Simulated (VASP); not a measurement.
# S (Im-3m) in VASP: further runs

Runs on S. Level: PBE. Tasks: single point, relaxation of cell and atoms.

All numbers are computed with VASP 6.6.1; they aren't measurements. Logs are shortened: lines on timing, memory, paths and dates and some standing lists are left out, and cuts for length are marked.

**1. The cell of the first run**

It takes space group Im-3m (No. 229, cubic). Conventional cell: a = 3.178 Å, b = 3.178 Å, c = 3.178 Å, α = 90.00°, β = 90.00°, γ = 90.00°. S (site symmetry m-3m) has 14 S at 2.75 to 3.18 Å within 3.6 Å.

This isn't the form of S at room conditions, which is orthorhombic, of S8 rings.

**2. Single point, PBE**

Contents of INCAR:

```
SYSTEM = S
ALGO = Normal
EDIFF = 1E-6
ENCUT = 500
GGA = PE
GGA_COMPAT = .FALSE.
ISIF = 2
ISMEAR = 0
LASPH = .TRUE.
LCHARG = .FALSE.
LREAL = .FALSE.
LWAVE = .FALSE.
NBANDS = 9
NELM = 120
PREC = Accurate
SIGMA = 0.05
```

Contents of KPOINTS:

```
k-points
0
G
  9 9 9
  0 0 0
```

Contents of POSCAR:

```
S
1.0
   -1.5891437799      1.5891437799      1.5891437799
    1.5891437799     -1.5891437799      1.5891437799
    1.5891437799      1.5891437799     -1.5891437799
S
1
Direct
    0.0000000000      0.0000000000      0.0000000000
```

Potentials or basis: VASP PAW PBE potentials, release 64 (S).

Launch:

```sh
$ cat potpaw_PBE.64/S/POTCAR > POTCAR
$ mpirun -np 1 vasp_std > vasp.out
```

OUTCAR:

```text
SYSTEM = S
   EDIFF = 1E-6
   ENCUT = 500
   GGA = PE
   ISIF = 2
   ISMEAR = 0
   LASPH = .TRUE.
   LREAL = .FALSE.
   NELM = 120
   PREC = Accurate

 ion  position               nearest neighbor table
   1  0.000  0.000  0.000-

  LATTYP: Found a body centered cubic cell.
 ALAT       =     3.1782875598

  Lattice vectors:

 A1 = (  -1.5891437799,   1.5891437799,   1.5891437799)
 A2 = (   1.5891437799,  -1.5891437799,   1.5891437799)
 A3 = (   1.5891437799,   1.5891437799,  -1.5891437799)

Analysis of symmetry for initial positions (statically):
=====================================================================
 Subroutine PRICEL returns:
 Original cell was already a primitive cell.

 Routine SETGRP: Setting up the symmetry group for a
 body centered cubic supercell.

 Subroutine GETGRP returns: Found 48 space group operations
 (whereof 48 operations were pure point group operations)
 out of a pool of 48 trial point group operations.

The static configuration has the point symmetry O_h .

Analysis of symmetry for dynamics (positions and initial velocities):
=====================================================================
 Subroutine PRICEL returns:
 Original cell was already a primitive cell.

 Routine SETGRP: Setting up the symmetry group for a
 body centered cubic supercell.

 Subroutine GETGRP returns: Found 48 space group operations
 (whereof 48 operations were pure point group operations)
 out of a pool of 48 trial point group operations.

The dynamic configuration has the point symmetry O_h .

 Subroutine INISYM returns: Found 48 space group operations
 (whereof 48 operations are pure point group operations),
 and found     1 'primitive' translations

----------------------------------------------------------------------------------------

                                     Primitive cell

  volume of cell :      16.0528

  direct lattice vectors                    reciprocal lattice vectors
    -1.589143780  1.589143780  1.589143780     0.000000000  0.314634841  0.314634841
     1.589143780 -1.589143780  1.589143780     0.314634841  0.000000000  0.314634841
     1.589143780  1.589143780 -1.589143780     0.314634841  0.314634841  0.000000000

  length of vectors
     2.752477767  2.752477767  2.752477767     0.444960859  0.444960859  0.444960859

  position of ions in fractional coordinates (direct lattice)
     0.000000000  0.000000000  0.000000000

  ion indices of the primitive-cell ions
   primitive index   ion index
                 1           1

----------------------------------------------------------------------------------------

 KPOINTS: k-points

Automatic generation of k-mesh.
 Grid dimensions read from file:
 generate k-points for:    9    9    9

 Generating k-lattice:

  Cartesian coordinates                     Fractional coordinates (reciprocal lattice)
     0.000000000  0.034959427  0.034959427     0.111111111  0.000000000  0.000000000
     0.034959427  0.000000000  0.034959427     0.000000000  0.111111111  0.000000000
     0.034959427  0.034959427  0.000000000     0.000000000  0.000000000  0.111111111

  Length of vectors
     0.049440095  0.049440095  0.049440095

  Shift w.r.t. Gamma in fractional coordinates (k-lattice)
     0.000000000  0.000000000  0.000000000

 Subroutine IBZKPT returns following result:
 ===========================================

 Found     35 irreducible k-points:

 Following reciprocal coordinates:
            Coordinates               Weight
  0.000000  0.000000  0.000000      1.000000
  0.111111  0.000000  0.000000     12.000000
  0.222222  0.000000  0.000000     12.000000
  0.333333  0.000000  0.000000     12.000000
  0.444444  0.000000  0.000000     12.000000
  0.111111  0.111111  0.000000     24.000000
[... 16 lines left out ...]
 -0.333333  0.444444  0.111111     48.000000
 -0.444444 -0.444444  0.111111     24.000000
 [... further k-points ...]
   k-points           NKPTS =     35   k-points in BZ     NKDIM =     35   number of bands    NBANDS=      9
   number of dos      NEDOS =    301   number of ions     NIONS =      1
   total plane-waves  NPLWV =   8000
   dimension x,y,z NGX =    20 NGY =   20 NGZ =   20
   dimension x,y,z NGXF=    40 NGYF=   40 NGZF=   40
   ions per type =               1
   NGX,Y,Z   is equivalent  to a cutoff of  12.08, 12.08, 12.08 a.u.
   NGXF,Y,Z  is equivalent  to a cutoff of  24.16, 24.16, 24.16 a.u.
 SYSTEM =  S
   PREC   = accura    normal or accurate (medium, high low for compatibility)
   ISTART =      0    job   : 0-new  1-cont  2-samecut
   ICHARG =      2    charge: 1-file 2-atom 10-const
   ISPIN  =      1    spin polarized calculation?
   LNONCOLLINEAR =      F non collinear calculations
   LSORBIT =      F    spin-orbit coupling
   LASPH  =      T    aspherical Exc in radial PAW
   ENCUT  =  500.0 eV  36.75 Ry    6.06 a.u.   5.02  5.02  5.02*2*pi/ulx,y,z
   NELM   =    120;   NELMIN=  2; NELMDL= -5     # of ELM steps
   EDIFF  = 0.1E-05   stopping-criterion for ELM
   LREAL  =      F    real-space projection
   EDIFFG = 0.1E-04   stopping-criterion for IOM
   NSW    =      0    number of steps for IOM
   IBRION =     -1    ionic relax: 0-MD 1-quasi-New 2-CG
   NFREE  =      0    steps in history (QN), initial steepest desc. (CG)
   ISIF   =      2    stress and relaxation
   ISYM   =      2    0-nonsym 1-usesym 2-fastsym
   POTIM  = 0.5000    time-step for ionic-motion
   TEBEG  =    0.0;   TEEND  =   0.0 temperature during run
   PSTRESS=    0.0 pullay stress
   NELECT =       6.0000    total number of electrons
   NUPDOWN=      -1.0000    fix difference up-down
   EMIN   =  10.00;   EMAX   =-10.00  energy-range for DOS
   EFERMI =   0.00;   METHOD = LEGACY
   ISMEAR =     0;   SIGMA  =   0.05  broadening in eV -4-tet -1-fermi 0-gaus
   EFERMI_NEDOS =   21; number of points for ismear=-14 and -15
   IALGO  =     38    algorithm
   IMIX   =      4    mixing-type and parameters
     AMIX     =   0.40;   BMIX     =  1.00
     AMIX_MAG =   1.60;   BMIX_MAG =  1.00
  volume/ion in A,a.u.               =      16.05       108.33
  Fermi-wavevector in a.u.,A,eV,Ry     =   1.179258  2.228474 18.920925  1.390649
  Thomas-Fermi vector in A             =   2.315572
   LORBIT       =      0    0 simple, 1 ext, 2 COOP (PROOUT), +10 PAW based schemes
   GGA     = PE    functional components
   LHFCALC =     F    Hartree Fock is set to
   AEXX    =    0.0000 exact exchange contribution
   IVDW    =     0    specifies the selected vdW correction
   LEPSILON=     F    determine dielectric tensor
   LRPA    =     F    only Hartree local field effects (RPA)
 non-spin polarized calculation
 Gauss-broadening in eV      SIGMA  =   0.05
  energy-cutoff  :      500.00
  volume of cell :       16.05
 maximum number of plane-waves:       415
   NGX =  9   NGY =  9   NGZ =  9

 number of electron       5.9999997 magnetization

 Free energy of the ion-electron system (eV)
  ---------------------------------------------------
  ext. energy  EPLUGINS =         0.00000000
  ---------------------------------------------------
  free energy    TOTEN  =        -3.00381100 eV

  energy without entropy =       -3.00367525  energy(sigma->0) =       -3.00374312

 E-fermi :   7.2197     XC(G=0): -11.0950

 val. band max:        7.1374124610   @ k =   0.1111   0.1111   0.0000
 cond. band min:       7.3086207734   @ k =   0.3333   0.1111   0.1111
 fundamental gap:      0.1712083124
 Fermi energy:         7.2196832833

 k-point     1 :       0.0000    0.0000    0.0000
  band No.  band energies     occupation
      1      -9.3054      2.00000
      2      10.3953      0.00000
      3      10.3953      0.00000
      4      10.3953      0.00000
      5      19.6495      0.00000
      6      19.6495      0.00000
      7      19.6495      0.00000
      8      21.6119      0.00000
      9      23.3091      0.00000

 k-point     2 :       0.1111    0.0000    0.0000
  band No.  band energies     occupation
      1      -9.0018      2.00000
      2       9.0204      0.00000
      3       9.8702      0.00000
      4      10.3062      0.00000
      5      18.9087      0.00000
      6      19.2240      0.00000
      7      20.7689      0.00000
      8      22.2980      0.00000
      9      22.7087      0.00000

 k-point     3 :       0.2222    0.0000    0.0000
  band No.  band energies     occupation
      1      -8.1130      2.00000
      2       6.0913      2.00000
      3       8.8363      0.00000
      4      10.0743      0.00000
      5      17.4213      0.00000
      6      17.5505      0.00000
      7      22.6308      0.00000
      8      23.1616      0.00000
      9      23.5544      0.00000

 k-point     4 :       0.3333    0.0000    0.0000
  band No.  band energies     occupation
      1      -6.7386      2.00000
      2       2.9597      2.00000
      3       7.9409      0.00000
      4       9.8034      0.00000
      5      15.8759      0.00000
      6      16.4311      0.00000
      7      23.8454      0.00000
      8      23.9797      0.00000
      9      27.2065      0.00000

 k-point     5 :       0.4444    0.0000    0.0000
  band No.  band energies     occupation
      1      -5.3031      2.00000
      2       0.5573      2.00000
      3       7.4512      0.00000
      4       9.6250      0.00000
      5      15.0838      0.00000
      6      15.8321      0.00000
      7      25.1345      0.00000
      8      25.4673      0.00000
      9      28.7044      0.00000

 k-point     6 :       0.1111    0.1111    0.0000
  band No.  band energies     occupation
      1      -8.4050      2.00000
      2       7.1374      1.98003
      3       9.0270      0.00000
      4       9.8329      0.00000
      5      18.0793      0.00000
      6      18.6993      0.00000
      7      21.5316      0.00000
      8      21.6628      0.00000
      9      23.9378      0.00000
[... 169 lines left out ...]
 k-point    21 :      -0.2222    0.3333    0.1111
  band No.  band energies     occupation
      1      -6.7011      2.00000
      2       4.4057      2.00000
      3       6.5545      2.00000
      4       8.6418      0.00000
      5      16.7389      0.00000
      6      18.0258      0.00000
      7      21.7316      0.00000
      8      22.4808      0.00000
      9      25.4896      0.00000

 k-point    22 :      -0.4444    0.4444    0.1111
  band No.  band energies     occupation
      1      -5.0448      2.00000
      2       0.8352      2.00000
      3       6.8078      2.00000
      4       8.6495      0.00000
      5      15.8560      0.00000
      6      17.1054      0.00000
      7      21.6037      0.00000
      8      23.4295      0.00000
      9      30.3663      0.00000

 k-point    23 :      -0.3333    0.4444    0.1111
  band No.  band energies     occupation
      1      -5.2693      2.00000
      2       2.1799      2.00000
      3       5.3353      2.00000
      4       8.5940      0.00000
      5      16.3491      0.00000
      6      17.7351      0.00000
      7      21.0327      0.00000
      8      23.1191      0.00000
      9      27.6123      0.00000

 k-point    24 :      -0.4444   -0.4444    0.1111
  band No.  band energies     occupation
      1      -4.3976      2.00000
      2       0.9468      2.00000
      3       4.9665      2.00000
      4       8.5675      0.00000
      5      16.1628      0.00000
      6      18.1433      0.00000
      7      20.2410      0.00000
      8      22.8877      0.00000
      9      29.7370      0.00000

 [... further k-points ...]
[... 5 lines left out ...]
  --------------------------------------------------------------------------------------
  -------------------------------------------------------------------------------------
  Total       -0.0139468     -0.0139468     -0.0139468      0.0000000      0.0000000      0.0000000
  in kB       -1.3919852     -1.3919852     -1.3919852      0.0000000      0.0000000      0.0000000
  external PRESSURE =      -1.3919852 kB  Pullay stress =       0.0000000 kB

 VOLUME and BASIS-vectors are now :
 -----------------------------------------------------------------------------
  energy-cutoff  :      500.00
  volume of cell :       16.05
      direct lattice vectors                 reciprocal lattice vectors
    -1.589143780  1.589143780  1.589143780     0.000000000  0.314634841  0.314634841
     1.589143780 -1.589143780  1.589143780     0.314634841  0.000000000  0.314634841
     1.589143780  1.589143780 -1.589143780     0.314634841  0.314634841  0.000000000

 POSITION                                       TOTAL-FORCE (eV/Angst)
 -----------------------------------------------------------------------------------
      0.00000      0.00000      0.00000         0.000000     -0.000000      0.000000
 -----------------------------------------------------------------------------------
    total drift:                                0.000000      0.000000      0.000000

  FREE ENERGIE OF THE ION-ELECTRON SYSTEM (eV)
  ---------------------------------------------------
  free  energy   TOTEN  =        -3.0038110018 eV

  energy  without entropy=       -3.0036752456  energy(sigma->0) =       -3.00374312
```

It took 4.4 s on 1 thread of AMD EPYC 7R43 (Zen 3), shared host; peak memory 0.09 GiB.

What came out:

| Property | Result |
| --- | --- |
| Free energy | -3.0038 eV |
| Pressure | -0.1 GPa |
| Band gap on the k mesh | zero (bands 3 and 4 overlap by 6.35 eV) |

**3. Relaxation of cell and atoms, PBE**

This run uses another cell than the first one, of 18.46 Å³/atom.

Contents of INCAR:

```
SYSTEM = S
ALGO = Normal
EDIFF = 1E-7
EDIFFG = -0.02
ENCUT = 500
GGA = PE
GGA_COMPAT = .False.
IBRION = 2
ISIF = 3
ISMEAR = 0
LASPH = .True.
LCHARG = .False.
LREAL = .False.
LWAVE = .False.
NELM = 120
NELMIN = 4
NSW = 80
PREC = Accurate
SIGMA = 0.05
```

Contents of KPOINTS:

```
k-points
0
Gamma
  9 9 9
  0 0 0
```

Contents of POSCAR:

```
S
1.0
   -1.6650000000      1.6650000000      1.6650000000
    1.6650000000     -1.6650000000      1.6650000000
    1.6650000000      1.6650000000     -1.6650000000
S
1
Direct
    0.0000000000      0.0000000000      0.0000000000
```

Potentials or basis: VASP PAW PBE potentials, release 64 (S).

Launch:

```sh
$ cat potpaw_PBE.64/S/POTCAR > POTCAR
$ mpirun -np 1 vasp_std > vasp.out
```

Run time: 14 s. Hardware: 1 thread of AMD EPYC 7R43 (Zen 3), shared host; peak memory 0.1 GiB.

The run converged. Its results:

| Item | Value |
| --- | --- |
| Free energy | -3.0047 eV |
| Relaxed volume | 16.02 Å³/atom |
| Relaxed cell | a = 2.751 Å, b = 2.751 Å, c = 2.751 Å, α = 109.47°, β = 109.47°, γ = 109.47° |
| Space group after relaxing (to 0.1 Å) | Im-3m (No. 229) |
| Energy gained by relaxing | 78.8 meV/atom |
| Ionic steps | 3 |
| Pressure after relaxing | 0.1 GPa |
| Band gap on the k mesh | zero (bands 3 and 4 overlap by 6.38 eV) |

Step by step:
```
step  energy change (eV)  largest force (eV/Å)  pressure (GPa)  volume (Å³)
   1              0.0000                0.0000           -9.10        18.46
   2             -0.0779                0.0000            1.26        15.80
   3             -0.0788                0.0000            0.06        16.02
```

Final structure:
```yaml
crystal:
  lattice:
    - [-1.58802, 1.58802, 1.58802]
    - [1.58802, -1.58802, 1.58802]
    - [1.58802, 1.58802, -1.58802]
  atoms:
    - { symbol: S, position: [0.00000, 0.00000, 0.00000] }
```

Levels at points of the mesh, in eV from the Fermi level:
| k point | band 1 | band 2 | band 3 | band 4 | band 5 | band 6 |
| --- | --- | --- | --- | --- | --- | --- |
| (0.00, 0.00, 0.00) | -16.55 | 3.19 | 3.19 | 3.19 | 12.43 | 12.43 |
